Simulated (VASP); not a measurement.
Set up this calculation in VASP 6.6.1, as the native input.

- Task: single point
- Functional: r2SCAN
- Potentials or basis: VASP PAW PBE potentials, release 64 (Pb_d, O)
- Cutoff: 520 eV
- k mesh: 9 × 9 × 9
- Occupations: fermi-dirac, width 0.05 eV
- Spin: no spin polarisation
- Dipole correction: no
- Further INCAR settings: ALGO = Normal; EDIFF = 1e-06; NBANDS = 20

PbO2:

```
Pb O
1.0
     0.00000    2.70199    2.70199
     2.70199    0.00000    2.70199
     2.70199    2.70199    0.00000
Pb O
1 2
Direct
  0.00000 0.00000 0.00000
  0.75000 0.75000 0.75000
  0.25000 0.25000 0.25000
```

The input as run:

POSCAR

```
PbO2
1.0
    0.0000000000      2.7019920000      2.7019920000
    2.7019920000      0.0000000000      2.7019920000
    2.7019920000      2.7019920000      0.0000000000
Pb O
1 2
Direct
    0.0000000000      0.0000000000      0.0000000000
    0.7500000000      0.7500000000      0.7500000000
    0.2500000000      0.2500000000      0.2500000000
```

INCAR.step1

```
PREC = Accurate
ENCUT = 520
ISMEAR = -1
SIGMA = 0.05
LREAL = F
LASPH = T
NELM = 80
NBANDS = 20
GGA = PE
ALGO = Normal
EDIFF = 1E-4
LWAVE = T
LCHARG = F
```

INCAR.step2

```
PREC = Accurate
ENCUT = 520
EDIFF = 1E-6
ISMEAR = -1
SIGMA = 0.05
LREAL = F
LASPH = T
NELM = 80
ALGO = Normal
ISIF = 2
LWAVE = F
LCHARG = F
METAGGA = R2SCAN
LMIXTAU = T
NBANDS = 20
ISTART = 1
```

KPOINTS

```
Automatic mesh
0
Gamma
  9 9 9
```

Potentials or basis: VASP PAW PBE potentials, release 64 (Pb_d, O).

Command:

```console
$ cat potpaw_PBE.64/Pb_d/POTCAR potpaw_PBE.64/O/POTCAR > POTCAR
$ cp INCAR.step1 INCAR
$ mpirun -np 1 vasp_std > vasp.out
$ cp INCAR.step2 INCAR
$ mpirun -np 1 vasp_std > vasp.out
```

It gave:

```yaml
Pressure: -5.7 GPa
Band_gap_on_the_k_mesh: zero (band 13 reaches 5.23 eV, above the bottom of band 14 at 4.05 eV)
```

Caveat: the PAW data sets were made with another functional, which shifts forces and pressure a little; spin-orbit coupling is left out, which moves the levels of the heavy elements.

It took 44 s on 1 thread of Intel(R) Xeon(R) 6975P-C (Granite Rapids), with other jobs on the host, peak memory 0.17 GiB.
